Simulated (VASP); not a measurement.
# Fe (Im-3m) in VASP: notebook

The runs below take Fe through single point, with BLYP.

All numbers are computed with VASP 6.6.1; they aren't measurements. Logs are shortened: lines on timing, memory, paths and dates and some standing lists are left out, and cuts for length are marked.

## 1. The cell of the first run

Symmetry: Im-3m, No. 229, cubic system. Conventional cell: a = 2.839 Å, b = 2.839 Å, c = 2.839 Å, α = 90.00°, β = 90.00°, γ = 90.00°. Within 3.2 Å of Fe (site symmetry m-3m) lie 14 Fe at 2.46 to 2.84 Å.

## 2. Single point, BLYP, collinear spin, antiferromagnetic start

File INCAR:

```
SYSTEM = Fe
  PREC = Accurate
  ENCUT = 520
  EDIFF = 1E-7
  ISMEAR = -1
  SIGMA = 0.05
  LREAL = .False.
  LASPH = .True.
  NELM = 150
  ALGO = Normal
  ISIF = 2
  LWAVE = .False.
  LCHARG = .False.
  ISPIN = 2
  MAGMOM = 1.355 -1.355
  LORBIT = 11
  LMAXMIX = 4
  GGA = B5
  ALDAX = 1.0
  AGGAX = 1.0
  AGGAC = 1.0
  ALDAC = 0.0
  NBANDS = 19
```

File KPOINTS:

```
Automatic mesh
0
Gamma
  18 18 18
  0 0 0
```

File POSCAR:

```
Fe
1.0
    2.8389615403      0.0000000000      0.0000000000
    0.0000000000      2.8389615403      0.0000000000
    0.0000000000      0.0000000000      2.8389615403
Fe
2
Direct
    0.0000000000      0.0000000000      0.0000000000
    0.5000000000      0.5000000000      0.5000000000
```

Potentials or basis: VASP PAW PBE potentials, release 64 (Fe).

Launch:

```sh
$ cat potpaw_PBE.64/Fe/POTCAR > POTCAR
$ mpirun -np 1 vasp_std > vasp.out
```

OUTCAR:

```text
SYSTEM = Fe
   PREC = Accurate
   ENCUT = 520
   EDIFF = 1E-7
   ISMEAR = -1
   LREAL = .False.
   LASPH = .True.
   NELM = 150
   ISIF = 2
   ISPIN = 2
   LORBIT = 11
   GGA = B5

 ion  position               nearest neighbor table
   1  0.000  0.000  0.000-   2 2.46   2 2.46   2 2.46   2 2.46   2 2.46   2 2.46   2 2.46   2 2.46

   2  0.500  0.500  0.500-   1 2.46   1 2.46   1 2.46   1 2.46   1 2.46   1 2.46   1 2.46   1 2.46

  LATTYP: Found a simple cubic cell.
 ALAT       =     2.8389615403

  Lattice vectors:

 A1 = (   2.8389615403,   0.0000000000,   0.0000000000)
 A2 = (   0.0000000000,   2.8389615403,   0.0000000000)
 A3 = (   0.0000000000,   0.0000000000,   2.8389615403)

Analysis of symmetry for initial positions (statically):
=====================================================================
 Subroutine PRICEL returns following result:

  LATTYP: Found a body centered cubic cell.
 ALAT       =     2.8389615403

  Lattice vectors:

 A1 = (   1.4194807701,   1.4194807701,  -1.4194807701)
 A2 = (  -1.4194807701,   1.4194807701,   1.4194807701)
 A3 = (   1.4194807701,  -1.4194807701,   1.4194807701)

   2 primitive cells build up your supercell.

 Routine SETGRP: Setting up the symmetry group for a
 simple cubic supercell.

 Subroutine GETGRP returns: Found 48 space group operations
 (whereof 48 operations were pure point group operations)
 out of a pool of 48 trial point group operations.

The static configuration has the point symmetry O_h .

Analysis of symmetry for dynamics (positions and initial velocities):
=====================================================================
 Subroutine PRICEL returns following result:

  LATTYP: Found a body centered cubic cell.
 ALAT       =     2.8389615403

  Lattice vectors:

 A1 = (   1.4194807701,   1.4194807701,  -1.4194807701)
 A2 = (  -1.4194807701,   1.4194807701,   1.4194807701)
 A3 = (   1.4194807701,  -1.4194807701,   1.4194807701)

   2 primitive cells build up your supercell.

 Routine SETGRP: Setting up the symmetry group for a
 simple cubic supercell.

 Subroutine GETGRP returns: Found 48 space group operations
 (whereof 48 operations were pure point group operations)
 out of a pool of 48 trial point group operations.

The dynamic configuration has the point symmetry O_h .

Analysis of structural, dynamic, and magnetic symmetry:
=====================================================================
 Subroutine PRICEL returns following result:

  LATTYP: Found a body centered cubic cell.
 ALAT       =     2.8389615403

  Lattice vectors:

 A1 = (   1.4194807701,   1.4194807701,  -1.4194807701)
 A2 = (  -1.4194807701,   1.4194807701,   1.4194807701)
 A3 = (   1.4194807701,  -1.4194807701,   1.4194807701)

   2 primitive cells build up your supercell.

 Routine SETGRP: Setting up the symmetry group for a
 simple cubic supercell.

 Subroutine GETGRP returns: Found 48 space group operations
 (whereof 48 operations were pure point group operations)
 out of a pool of 48 trial point group operations.

The overall configuration has the point symmetry O_h .

 Subroutine INISYM returns: Found 48 space group operations
 (whereof 48 operations are pure point group operations),
 and found     2 'primitive' translations

----------------------------------------------------------------------------------------

                                     Primitive cell

  volume of cell :      11.4406

  direct lattice vectors                    reciprocal lattice vectors
     1.419480770  1.419480770 -1.419480770     0.352241475  0.352241475  0.000000000
    -1.419480770  1.419480770  1.419480770     0.000000000  0.352241475  0.352241475
     1.419480770 -1.419480770  1.419480770     0.352241475  0.000000000  0.352241475

  length of vectors
     2.458612814  2.458612814  2.458612814     0.498144671  0.498144671  0.498144671

  position of ions in fractional coordinates (direct lattice)
     0.000000000  0.000000000  0.000000000

  ion indices of the primitive-cell ions
   primitive index   ion index
                 1           1

----------------------------------------------------------------------------------------

 KPOINTS: Automatic mesh

Automatic generation of k-mesh.
 Grid dimensions read from file:
 generate k-points for:   18   18   18

 Generating k-lattice:

  Cartesian coordinates                     Fractional coordinates (reciprocal lattice)
     0.019568971  0.000000000  0.000000000     0.055555556  0.000000000  0.000000000
     0.000000000  0.019568971  0.000000000     0.000000000  0.055555556  0.000000000
     0.000000000  0.000000000  0.019568971     0.000000000  0.000000000  0.055555556

  Length of vectors
     0.019568971  0.019568971  0.019568971

  Shift w.r.t. Gamma in fractional coordinates (k-lattice)
     0.000000000  0.000000000  0.000000000

 Subroutine IBZKPT returns following result:
 ===========================================

 Found    220 irreducible k-points:

 Following reciprocal coordinates:
            Coordinates               Weight
  0.000000  0.000000  0.000000      1.000000
  0.055556  0.000000  0.000000      6.000000
  0.111111  0.000000  0.000000      6.000000
  0.166667  0.000000  0.000000      6.000000
  0.222222  0.000000  0.000000      6.000000
  0.277778  0.000000  0.000000      6.000000
[... 16 lines left out ...]
  0.277778  0.111111  0.000000     24.000000
  0.333333  0.111111  0.000000     24.000000
 [... further k-points ...]
   k-points           NKPTS =    220   k-points in BZ     NKDIM =    220   number of bands    NBANDS=     19
   number of dos      NEDOS =    301   number of ions     NIONS =      2
   total plane-waves  NPLWV =  13824
   dimension x,y,z NGX =    24 NGY =   24 NGZ =   24
   dimension x,y,z NGXF=    48 NGYF=   48 NGZF=   48
   ions per type =               2
   NGX,Y,Z   is equivalent  to a cutoff of  14.05, 14.05, 14.05 a.u.
   NGXF,Y,Z  is equivalent  to a cutoff of  28.11, 28.11, 28.11 a.u.
 SYSTEM =  Fe
   PREC   = accura    normal or accurate (medium, high low for compatibility)
   ISTART =      0    job   : 0-new  1-cont  2-samecut
   ICHARG =      2    charge: 1-file 2-atom 10-const
   ISPIN  =      2    spin polarized calculation?
   LNONCOLLINEAR =      F non collinear calculations
   LSORBIT =      F    spin-orbit coupling
   LASPH  =      T    aspherical Exc in radial PAW
   ENCUT  =  520.0 eV  38.22 Ry    6.18 a.u.   5.28  5.28  5.28*2*pi/ulx,y,z
   NELM   =    150;   NELMIN=  2; NELMDL= -5     # of ELM steps
   EDIFF  = 0.1E-06   stopping-criterion for ELM
   LREAL  =      F    real-space projection
   EDIFFG = 0.1E-05   stopping-criterion for IOM
   NSW    =      0    number of steps for IOM
   IBRION =     -1    ionic relax: 0-MD 1-quasi-New 2-CG
   NFREE  =      0    steps in history (QN), initial steepest desc. (CG)
   ISIF   =      2    stress and relaxation
   ISYM   =      2    0-nonsym 1-usesym 2-fastsym
   POTIM  = 0.5000    time-step for ionic-motion
   TEBEG  =    0.0;   TEEND  =   0.0 temperature during run
   PSTRESS=    0.0 pullay stress
   NELECT =      16.0000    total number of electrons
   NUPDOWN=      -1.0000    fix difference up-down
   EMIN   =  10.00;   EMAX   =-10.00  energy-range for DOS
   EFERMI =   0.00;   METHOD = LEGACY
   ISMEAR =    -1;   SIGMA  =   0.05  broadening in eV -4-tet -1-fermi 0-gaus
   EFERMI_NEDOS =   21; number of points for ismear=-14 and -15
   IALGO  =     38    algorithm
   IMIX   =      4    mixing-type and parameters
     AMIX     =   0.40;   BMIX     =  1.00
     AMIX_MAG =   1.60;   BMIX_MAG =  1.00
  volume/ion in A,a.u.               =      11.44        77.20
  Fermi-wavevector in a.u.,A,eV,Ry     =   1.453077  2.745918 28.727790  2.111433
  Thomas-Fermi vector in A             =   2.570385
   LORBIT       =     11    0 simple, 1 ext, 2 COOP (PROOUT), +10 PAW based schemes
   GGA     = B5    functional components
   LHFCALC =     F    Hartree Fock is set to
   AEXX    =    0.0000 exact exchange contribution
   IVDW    =     0    specifies the selected vdW correction
   LEPSILON=     F    determine dielectric tensor
   LRPA    =     F    only Hartree local field effects (RPA)
 spin polarized calculation
  energy-cutoff  :      520.00
  volume of cell :       22.88
 maximum number of plane-waves:       635
 NGX is ok and might be reduce to    24
   NGX = 11   NGY = 11   NGZ = 11

 number of electron      16.0000011 magnetization       0.0000000

 number of electron      16.0000011 magnetization      -0.0000000

 Free energy of the ion-electron system (eV)
  ---------------------------------------------------
  ext. energy  EPLUGINS =         0.00000000
  ---------------------------------------------------
  free energy    TOTEN  =       -13.51024326 eV

  energy without entropy =      -13.46785338  energy(sigma->0) =      -13.48904832

 E-fermi :   6.4281     XC(G=0): -12.4832

 val. band max:        6.4269364505   @ k =   0.5000   0.4444   0.0556
 cond. band min:       6.4293261050   @ k =   0.1667   0.1667   0.1667
 fundamental gap:      0.0023896546
 Fermi energy:         6.4281357902

 spin component 1

 k-point     1 :       0.0000    0.0000    0.0000
  band No.  band energies     occupation
      1      -1.9087      1.00000
      2       2.1855      1.00000
      3       2.1856      1.00000
      4       4.6631      1.00000
      5       4.6632      1.00000
      6       4.6632      1.00000
[... 11 lines left out ...]
     18      31.3971      0.00000
     19      31.3971      0.00000

 k-point     2 :       0.0556    0.0000    0.0000
  band No.  band energies     occupation
      1      -1.8446      1.00000
      2       2.2125      1.00000
      3       2.2126      1.00000
      4       4.6604      1.00000
      5       4.6604      1.00000
      6       4.6800      1.00000
[... 11 lines left out ...]
     18      30.9708      0.00000
     19      31.3505      0.00000

 k-point     3 :       0.1111    0.0000    0.0000
  band No.  band energies     occupation
      1      -1.6540      1.00000
      2       2.2898      1.00000
      3       2.2924      1.00000
      4       4.6535      1.00000
      5       4.6535      1.00000
      6       4.7297      1.00000
[... 434 lines left out ...]
      1      -0.1809      1.00000
      2       2.7339      1.00000
      3       2.8949      1.00000
      4       4.4121      1.00000
      5       4.5513      1.00000
      6       5.1684      1.00000
[... 11 lines left out ...]
     18      28.3094      0.00000
     19      28.9559      0.00000

 k-point    24 :       0.3333    0.1111    0.0000
  band No.  band energies     occupation
      1       0.3928      1.00000
      2       2.7913      1.00000
      3       3.1052      1.00000
      4       4.4185      1.00000
      5       4.5338      1.00000
      6       5.1461      1.00000
[... 11 lines left out ...]
     18      27.3775      0.00000
     19      27.6913      0.00000

 [... further k-points ...]

 spin component 2

 k-point     1 :       0.0000    0.0000    0.0000
  band No.  band energies     occupation
      1      -1.9087      1.00000
      2       2.1855      1.00000
      3       2.1856      1.00000
      4       4.6631      1.00000
      5       4.6632      1.00000
      6       4.6632      1.00000
[... 11 lines left out ...]
     18      31.3971      0.00000
     19      31.3971      0.00000

 k-point     2 :       0.0556    0.0000    0.0000
  band No.  band energies     occupation
      1      -1.8446      1.00000
      2       2.2125      1.00000
      3       2.2126      1.00000
      4       4.6604      1.00000
      5       4.6604      1.00000
      6       4.6800      1.00000
[... 11 lines left out ...]
     18      30.9708      0.00000
     19      31.3505      0.00000

 k-point     3 :       0.1111    0.0000    0.0000
  band No.  band energies     occupation
      1      -1.6540      1.00000
      2       2.2898      1.00000
      3       2.2924      1.00000
      4       4.6535      1.00000
      5       4.6535      1.00000
      6       4.7297      1.00000
[... 434 lines left out ...]
      1      -0.1809      1.00000
      2       2.7339      1.00000
      3       2.8949      1.00000
      4       4.4121      1.00000
      5       4.5513      1.00000
      6       5.1684      1.00000
[... 11 lines left out ...]
     18      28.3094      0.00000
     19      28.9559      0.00000

 k-point    24 :       0.3333    0.1111    0.0000
  band No.  band energies     occupation
      1       0.3928      1.00000
      2       2.7913      1.00000
      3       3.1052      1.00000
      4       4.4185      1.00000
      5       4.5338      1.00000
      6       5.1461      1.00000
[... 11 lines left out ...]
     18      27.3775      0.00000
     19      27.6913      0.00000

 [... further k-points ...]

------------------------ aborting loop because EDIFF is reached ----------------------------------------

  FORCE on cell =-STRESS in cart. coord.  units (eV):
  Direction    XX          YY          ZZ          XY          YZ          ZX
  --------------------------------------------------------------------------------------
  -------------------------------------------------------------------------------------
  Total        0.0453461      0.0453461      0.0453461      0.0000000      0.0000000      0.0000000
  in kB        3.1752096      3.1752096      3.1752096      0.0000000      0.0000000      0.0000000
  external PRESSURE =       3.1752096 kB  Pullay stress =       0.0000000 kB

 VOLUME and BASIS-vectors are now :
 -----------------------------------------------------------------------------
  energy-cutoff  :      520.00
  volume of cell :       22.88
      direct lattice vectors                 reciprocal lattice vectors
     2.838961540  0.000000000  0.000000000     0.352241475  0.000000000  0.000000000
     0.000000000  2.838961540  0.000000000     0.000000000  0.352241475  0.000000000
     0.000000000  0.000000000  2.838961540     0.000000000  0.000000000  0.352241475

 POSITION                                       TOTAL-FORCE (eV/Angst)
 -----------------------------------------------------------------------------------
      0.00000      0.00000      0.00000         0.000000      0.000000     -0.000000
      1.41948      1.41948      1.41948        -0.000000     -0.000000      0.000000
 -----------------------------------------------------------------------------------
    total drift:                                0.000000      0.000000     -0.000000

  FREE ENERGIE OF THE ION-ELECTRON SYSTEM (eV)
  ---------------------------------------------------
  free  energy   TOTEN  =       -13.5102432576 eV

  energy  without entropy=      -13.4678533833  energy(sigma->0) =      -13.48904832

 total charge

# of ion       s       p       d       tot
------------------------------------------
    1        0.485   0.511   6.300   7.296
    2        0.485   0.511   6.300   7.296
--------------------------------------------------
tot          0.969   1.021  12.601  14.591

 magnetization (x)

# of ion       s       p       d       tot
------------------------------------------
    1        0.015   0.022   1.361   1.398
    2       -0.015  -0.022  -1.361  -1.398
--------------------------------------------------
tot         -0.000   0.000  -0.000  -0.000
```

Wall time 91 s (1 thread of Intel Xeon 6975P-C (Granite Rapids), shared host); peak memory 0.25 GiB.

What came out:

- Free energy: -13.5102 eV
- Pressure: 0.3 GPa
- Band gap on the k mesh: zero (filled and empty bands overlap)
- Net moment: 0.00 μB per cell
- Site moments: Fe +1.40, -1.40 μB
- Valence electrons inside the program's atomic spheres: Fe 7.30

Caveat: the PAW data sets were made with another functional, which shifts forces and pressure a little.

[end of part 1 of 2]
